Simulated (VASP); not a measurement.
Set up this calculation in VASP 6.6.1, as the native input.

```
Task                   : single point
Functional             : PBE
Potentials or basis    : VASP PAW PBE potentials, release 64 (Ba_sv)
Cutoff                 : 520 eV
k mesh                 : 12 × 12 × 12
Occupations            : gaussian, width 0.1 eV
Spin                   : no spin polarisation
Dipole correction      : no
Further INCAR settings : ALGO = Fast; EDIFF = 1e-06; NBANDS = 11
```

The structure of Ba lies in POSCAR:

```
Ba
1.0
   -2.4613750000      2.4613750000      2.4613750000
    2.4613750000     -2.4613750000      2.4613750000
    2.4613750000      2.4613750000     -2.4613750000
Ba
1
Direct
    0.0000000000      0.0000000000      0.0000000000
```

This cell differs from its parent crystal: functional PBE, strained.

These files were run (other wordings do the same):

INCAR

```
ALGO     = Fast           # electronic algorithm
EDIFF    = 1E-6           # SCF threshold, eV
ENCUT    = 520            # plane-wave cutoff, eV
GGA      = PE             # functional
ISIF     = 2              # what is computed and relaxed
ISMEAR   = 0              # smearing method
LASPH    = True           # aspherical terms in the spheres
LCHARG   = False          # write CHGCAR
LREAL    = False          # projectors in reciprocal space
LWAVE    = False          # write WAVECAR
NBANDS   = 11             # bands
NELM     = 80             # most SCF steps
PREC     = Accurate       # precision mode
SIGMA    = 0.1            # smearing width, eV
```

KPOINTS

```
k-points
0
Gamma
  12 12 12
```

Potentials or basis: VASP PAW PBE potentials, release 64 (Ba_sv).

Command:

```sh
$ cat potpaw_PBE.64/Ba_sv/POTCAR > POTCAR
$ mpirun -np 1 vasp_std > vasp.out
```

It gave:

| Quantity | Value |
| --- | --- |
| Pressure | 0.6 GPa |
| Band gap on the k mesh | zero (band 5 reaches 2.40 eV, above the bottom of band 6 at 1.21 eV) |

Caveat: the cell differs from its parent crystal (functional PBE, strained); spin-orbit coupling is left out, which moves the levels of the heavy elements.

Wall time 23 s on 1 thread of Intel(R) Xeon(R) Platinum 8488C (Sapphire Rapids), with other jobs on the host, peak memory 0.2 GiB.
